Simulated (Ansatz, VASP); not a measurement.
TlSnCl3: VASP beside Ansatz

```
Tl Sn Cl
1.0
     5.51736    0.00000    0.00000
     0.00000    5.51736    0.00000
     0.00000    0.00000    5.51736
Tl Sn Cl
1 1 3
Direct
  0.00000 0.00000 0.00000
  0.50000 0.50000 0.50000
  0.50000 0.50000 0.00000
  0.50000 0.00000 0.50000
  0.00000 0.50000 0.50000
```

Alike in both runs: task single point; functional r2SCAN; k mesh 6 × 6 × 6; no spin polarisation.

|  | VASP | Ansatz |
| --- | --- | --- |
| version | VASP 6.6.1 | Ansatz 0.2.0 |
| potentials or method | VASP PAW PBE potentials, release 64 (Tl_d, Sn_d, Cl) | plane waves, PAW |
| plane-wave cutoff (eV) | 520 | 500 |
| occupations | gaussian, width 0.01 eV | fixed |
| valence electrons in the cell | 48 | 48 |

|  | VASP | Ansatz | Ansatz less VASP |
| --- | --- | --- | --- |
| gap on the k mesh at the Fermi level (eV) | 0.73 | 0.73 | -0.002 |
| pressure (GPa) | -0.2 | -0.1 | +0.04 |

VASP's potentials were made for PBE, not for r2SCAN.

Neither program's run includes spin-orbit coupling.
